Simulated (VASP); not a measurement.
# InAgF in VASP: single point with PBE

Aim: the single point of InAgF with PBE.

Everything below comes from runs of VASP 6.6.1. Logs are shortened: lines on timing, memory, paths and dates and some standing lists are left out, and cuts for length are marked.

### 1 The cell of the first run

The cell holds a sheet with vacuum, 3 atoms: a = 3.109 Å, b = 3.109 Å, c = 34.198 Å, α = 90.00°, β = 90.00°, γ = 120.00°.

### 2 Single point, PBE

Input file POSCAR:

```
InAgF
1.0
    3.1091520840      0.0000000000      0.0000000000
   -1.5545760420      2.6926046890      0.0000000000
    0.0000000000      0.0000000000     34.1981152000
In Ag F
1 1 1
Direct
    0.0000000000      0.0000000000      0.3604638490
    0.0000000000      0.0000000000      0.2798921482
    0.0000000000      0.0000000000      0.2219722283
```

Input file INCAR.step1:

```
SYSTEM = InAgF
  ALGO = Normal
  DIPOL = 0.5 0.5 0.287
  EDIFF = 1E-6
  ENCUT = 520
  GGA = PE
  IDIPOL = 3
  ISIF = 2
  ISMEAR = 0
  LASPH = .TRUE.
  LCHARG = .TRUE.
  LDIPOL = .TRUE.
  LMAXMIX = 4
  LREAL = .FALSE.
  LWAVE = .FALSE.
  NBANDS = 22
  NELM = 60
  PREC = Accurate
  SIGMA = 0.1
```

Input file KPOINTS.step1:

```
k-points
0
G
  18 18 1
  0 0 0
```

Input file INCAR.step2:

```
SYSTEM = InAgF
  ALGO = Normal
  DIPOL = 0.5 0.5 0.287
  EDIFF = 1E-6
  ENCUT = 520
  GGA = PE
  ICHARG = 11
  IDIPOL = 3
  ISIF = 2
  ISMEAR = -5
  LASPH = .TRUE.
  LCHARG = .FALSE.
  LDIPOL = .TRUE.
  LMAXMIX = 4
  LORBIT = 10
  LREAL = .FALSE.
  LWAVE = .FALSE.
  NBANDS = 22
  NEDOS = 2001
  NELM = 60
  PREC = Accurate
  SIGMA = 0.1
```

Input file KPOINTS.step2:

```
k-points
0
G
  27 27 1
  0 0 0
```

Potentials or basis: VASP PAW PBE potentials, release 64 (In_d, Ag, F).

The run is started by

```
$ cat potpaw_PBE.64/In_d/POTCAR potpaw_PBE.64/Ag/POTCAR potpaw_PBE.64/F/POTCAR > POTCAR
$ cp INCAR.step1 INCAR
$ cp KPOINTS.step1 KPOINTS
$ mpirun -np 1 vasp_std > vasp.out
$ cp INCAR.step2 INCAR
$ cp KPOINTS.step2 KPOINTS
$ mpirun -np 1 vasp_std > vasp.out
```

OUTCAR:

```text
SYSTEM = InAgF
   EDIFF = 1E-6
   ENCUT = 520
   GGA = PE
   ICHARG = 11
   ISIF = 2
   ISMEAR = -5
   LASPH = .TRUE.
   LORBIT = 10
   LREAL = .FALSE.
   NELM = 60
   PREC = Accurate

 ion  position               nearest neighbor table
   1  0.000  0.000  0.360-   2 2.76
   2  0.000  0.000  0.280-   3 1.98   1 2.76
   3  0.000  0.000  0.222-   2 1.98

  LATTYP: Found a hexagonal cell.
 ALAT       =     3.1091520840
 C/A-ratio  =    10.9991773564

  Lattice vectors:

 A1 = (   3.1091520840,   0.0000000000,   0.0000000000)
 A2 = (  -1.5545760420,   2.6926046890,   0.0000000000)
 A3 = (   0.0000000000,   0.0000000000,  34.1981152000)

Analysis of symmetry for initial positions (statically):
=====================================================================
 Subroutine PRICEL returns:
 Original cell was already a primitive cell.

 Routine SETGRP: Setting up the symmetry group for a
 hexagonal supercell.

 Subroutine GETGRP returns: Found 12 space group operations
 (whereof 12 operations were pure point group operations)
 out of a pool of 24 trial point group operations.

The static configuration has the point symmetry C_6v.

Analysis of symmetry for dynamics (positions and initial velocities):
=====================================================================
 Subroutine PRICEL returns:
 Original cell was already a primitive cell.

 Routine SETGRP: Setting up the symmetry group for a
 hexagonal supercell.

 Subroutine GETGRP returns: Found 12 space group operations
 (whereof 12 operations were pure point group operations)
 out of a pool of 24 trial point group operations.

The dynamic configuration has the point symmetry C_6v.

 Subroutine INISYM returns: Found 12 space group operations
 (whereof 12 operations are pure point group operations),
 and found     1 'primitive' translations

----------------------------------------------------------------------------------------

                                     Primitive cell

  volume of cell :     286.2970

  direct lattice vectors                    reciprocal lattice vectors
     3.109152084  0.000000000  0.000000000     0.321631098  0.185693801  0.000000000
    -1.554576042  2.692604689  0.000000000     0.000000000  0.371387603  0.000000000
     0.000000000  0.000000000 34.198115200     0.000000000  0.000000000  0.029241378

  length of vectors
     3.109152084  3.109152084 34.198115200     0.371387603  0.371387603  0.029241378

  position of ions in fractional coordinates (direct lattice)
     0.000000000  0.000000000  0.360463849
     0.000000000  0.000000000  0.279892148
     0.000000000  0.000000000  0.221972228

  ion indices of the primitive-cell ions
   primitive index   ion index
                 1           1
                 2           2
                 3           3

----------------------------------------------------------------------------------------

 KPOINTS: k-points

Automatic generation of k-mesh.
 Grid dimensions read from file:
 generate k-points for:   27   27    1

 Generating k-lattice:

  Cartesian coordinates                     Fractional coordinates (reciprocal lattice)
     0.011912263  0.006877548  0.000000000     0.037037037  0.000000000  0.000000000
     0.000000000  0.013755096  0.000000000     0.000000000  0.037037037  0.000000000
     0.000000000  0.000000000  0.029241378     0.000000000  0.000000000  1.000000000

  Length of vectors
     0.013755096  0.013755096  0.029241378

  Shift w.r.t. Gamma in fractional coordinates (k-lattice)
     0.000000000  0.000000000  0.000000000

 TETIRR: Found    376 inequivalent tetrahedra from     4374

 Subroutine IBZKPT returns following result:
 ===========================================

 Found     75 irreducible k-points:

 Following reciprocal coordinates:
            Coordinates               Weight
  0.000000  0.000000  0.000000      1.000000
  0.037037 -0.000000  0.000000      6.000000
  0.074074 -0.000000  0.000000      6.000000
  0.111111  0.000000  0.000000      6.000000
  0.148148  0.000000  0.000000      6.000000
  0.185185 -0.000000  0.000000      6.000000
[... 16 lines left out ...]
  0.333333  0.037037  0.000000     12.000000
  0.370370  0.037037  0.000000     12.000000
 [... further k-points ...]
   k-points           NKPTS =     75   k-points in BZ     NKDIM =     75   number of bands    NBANDS=     22
   number of dos      NEDOS =   2001   number of ions     NIONS =      3
   total plane-waves  NPLWV = 147456
   dimension x,y,z NGX =    24 NGY =   24 NGZ =  256
   dimension x,y,z NGXF=    48 NGYF=   48 NGZF=  512
   ions per type =               1   1   1
   NGX,Y,Z   is equivalent  to a cutoff of  12.83, 12.83, 12.44 a.u.
   NGXF,Y,Z  is equivalent  to a cutoff of  25.67, 25.67, 24.89 a.u.
 SYSTEM =  InAgF
   PREC   = accura    normal or accurate (medium, high low for compatibility)
   ISTART =      0    job   : 0-new  1-cont  2-samecut
   ICHARG =     11    charge: 1-file 2-atom 10-const
   ISPIN  =      1    spin polarized calculation?
   LNONCOLLINEAR =      F non collinear calculations
   LSORBIT =      F    spin-orbit coupling
   LASPH  =      T    aspherical Exc in radial PAW
   ENCUT  =  520.0 eV  38.22 Ry    6.18 a.u.   5.78  5.78 63.59*2*pi/ulx,y,z
   NELM   =     60;   NELMIN=  2; NELMDL=  0     # of ELM steps
   EDIFF  = 0.1E-05   stopping-criterion for ELM
   LREAL  =      F    real-space projection
   EDIFFG = 0.1E-04   stopping-criterion for IOM
   NSW    =      0    number of steps for IOM
   IBRION =     -1    ionic relax: 0-MD 1-quasi-New 2-CG
   NFREE  =      0    steps in history (QN), initial steepest desc. (CG)
   ISIF   =      2    stress and relaxation
   ISYM   =      2    0-nonsym 1-usesym 2-fastsym
   POTIM  = 0.5000    time-step for ionic-motion
   TEBEG  =    0.0;   TEEND  =   0.0 temperature during run
   PSTRESS=    0.0 pullay stress
   NELECT =      31.0000    total number of electrons
   NUPDOWN=      -1.0000    fix difference up-down
   EMIN   =  10.00;   EMAX   =-10.00  energy-range for DOS
   EFERMI =   0.00;   METHOD = LEGACY
   ISMEAR =    -5;   SIGMA  =   0.10  broadening in eV -4-tet -1-fermi 0-gaus
   EFERMI_NEDOS =   21; number of points for ismear=-14 and -15
   IALGO  =     38    algorithm
   IMIX   =      4    mixing-type and parameters
     AMIX     =   0.40;   BMIX     =  1.00
     AMIX_MAG =   1.60;   BMIX_MAG =  1.00
  volume/ion in A,a.u.               =      95.43       644.01
  Fermi-wavevector in a.u.,A,eV,Ry     =   0.780291  1.474536  8.283958  0.608854
  Thomas-Fermi vector in A             =   1.883572
   LORBIT       =     10    0 simple, 1 ext, 2 COOP (PROOUT), +10 PAW based schemes
   GGA     = PE    functional components
   LHFCALC =     F    Hartree Fock is set to
   AEXX    =    0.0000 exact exchange contribution
   IVDW    =     0    specifies the selected vdW correction
   LEPSILON=     F    determine dielectric tensor
   LRPA    =     F    only Hartree local field effects (RPA)
 non-spin polarized calculation
 Fermi weights with tetrahedron method with Bloechl corrections
  energy-cutoff  :      520.00
  volume of cell :      286.30
 maximum number of plane-waves:      7754
 NGX is ok and might be reduce to    24

 number of electron      31.0000001 magnetization

 dipolmoment           0.000000      0.000000     -0.310311 electrons x Angstroem

 Free energy of the ion-electron system (eV)
  ---------------------------------------------------
  ext. energy  EPLUGINS =         0.00000000
  ---------------------------------------------------
  free energy    TOTEN  =        -7.29866216 eV

  energy without entropy =       -7.29866216  energy(sigma->0) =       -7.29866216

 E-fermi :  -5.1857     XC(G=0):  -2.4890

 val. band max:       -5.1900292596   @ k =   0.1481   0.0000   0.0000
 cond. band min:      -5.1841771498   @ k =   0.1111   0.0370   0.0000
 fundamental gap:      0.0058521098
 Fermi energy:        -5.1857362179

 k-point     1 :       0.0000    0.0000    0.0000
  band No.  band energies     occupation
      1     -25.0368      2.00000
      2     -19.9646      2.00000
      3     -19.8418      2.00000
      4     -19.8418      2.00000
      5     -19.5098      2.00000
      6     -19.5098      2.00000
[... 14 lines left out ...]
     21       1.1904      0.00000
     22       2.3192      0.00000

 k-point     2 :       0.0370   -0.0000    0.0000
  band No.  band energies     occupation
      1     -25.0346      2.00000
      2     -19.9598      2.00000
      3     -19.8436      2.00000
      4     -19.8355      2.00000
      5     -19.5141      2.00000
      6     -19.5107      2.00000
[... 14 lines left out ...]
     21       1.2199      0.00000
     22       2.3514      0.00000

 k-point     3 :       0.0741   -0.0000    0.0000
  band No.  band energies     occupation
      1     -25.0282      2.00000
      2     -19.9468      2.00000
      3     -19.8477      2.00000
      4     -19.8169      2.00000
      5     -19.5269      2.00000
      6     -19.5133      2.00000
[... 14 lines left out ...]
     21       1.3080      0.00000
     22       2.4469      0.00000
[... 476 lines left out ...]
 k-point    23 :       0.3333    0.0370    0.0000
  band No.  band energies     occupation
      1     -24.9037      2.00000
      2     -20.0408      2.00000
      3     -19.7541      2.00000
      4     -19.6104      2.00000
      5     -19.5644      2.00000
      6     -19.4531      2.00000
[... 14 lines left out ...]
     21       2.2708      0.00000
     22       2.4408      0.00000

 k-point    24 :       0.3704    0.0370    0.0000
  band No.  band energies     occupation
      1     -24.8896      2.00000
      2     -20.0600      2.00000
      3     -19.7781      2.00000
      4     -19.5762      2.00000
      5     -19.5701      2.00000
      6     -19.4127      2.00000
[... 14 lines left out ...]
     21       2.1724      0.00000
     22       2.5486      0.00000

 [... further k-points ...]

------------------------ aborting loop because EDIFF is reached ----------------------------------------

 vacuum level on the upper side and lower side of the slab       (xc-potential included)        -3.309         3.291

  FORCE on cell =-STRESS in cart. coord.  units (eV):
  Direction    XX          YY          ZZ          XY          YZ          ZX
  --------------------------------------------------------------------------------------
  -------------------------------------------------------------------------------------
  Total        0.2428648      0.2428648      0.0300080      0.0000000      0.0000000     -0.0000000
  in kB        1.3591221      1.3591221      0.1679312      0.0000000      0.0000000     -0.0000000
  external PRESSURE =       0.9620585 kB  Pullay stress =       0.0000000 kB

 VOLUME and BASIS-vectors are now :
 -----------------------------------------------------------------------------
  energy-cutoff  :      520.00
  volume of cell :      286.30
      direct lattice vectors                 reciprocal lattice vectors
     3.109152084  0.000000000  0.000000000     0.321631098  0.185693801  0.000000000
    -1.554576042  2.692604689  0.000000000     0.000000000  0.371387603  0.000000000
     0.000000000  0.000000000 34.198115200     0.000000000  0.000000000  0.029241378

 POSITION                                       TOTAL-FORCE (eV/Angst)
 -----------------------------------------------------------------------------------
      0.00000      0.00000     12.32718        -0.000000     -0.000000      0.003617
      0.00000      0.00000      9.57178        -0.000000      0.000000      0.040307
      0.00000      0.00000      7.59103         0.000000      0.000000     -0.043924
 -----------------------------------------------------------------------------------
    total drift:                               -0.000000     -0.000000      0.031115

  FREE ENERGIE OF THE ION-ELECTRON SYSTEM (eV)
  ---------------------------------------------------
  free  energy   TOTEN  =        -7.2986621640 eV

  energy  without entropy=       -7.2986621640  energy(sigma->0) =       -7.29866216

 vacuum level on the upper side and lower side of the slab        -1.096         5.609

 total charge

# of ion       s       p       d       tot
------------------------------------------
    1        0.986   0.533   9.849  11.367
    2        0.365   0.250   9.134   9.749
    3        1.751   4.205   0.000   5.957
--------------------------------------------------
tot          3.103   4.987  18.982  27.072
```

Run time: 6.6 min. Hardware: 1 thread of Intel Xeon Platinum 8488C (Sapphire Rapids), shared host; peak memory 0.73 GiB.

What came out:

- Valence electrons inside the program's atomic spheres: In 11.37; Ag 9.75; F 5.96

Levels at points of the mesh, in eV from the Fermi level:
```csv
k point,band 11,band 12,band 13,band 14,band 15,band 16,band 17,band 18,band 19,band 20
"(0.00, 0.00, 0.00)",-3.43,-2.99,-2.99,-1.51,0.04,0.04,2.35,3.98,4.50,5.33
```

Caveat: spin-orbit coupling is left out, which moves the levels of the heavy elements; an odd number of electrons without spin polarisation forces a metal; a magnetic or distorted state may lie lower; tetrahedron occupations give inexact forces and stress in metals.
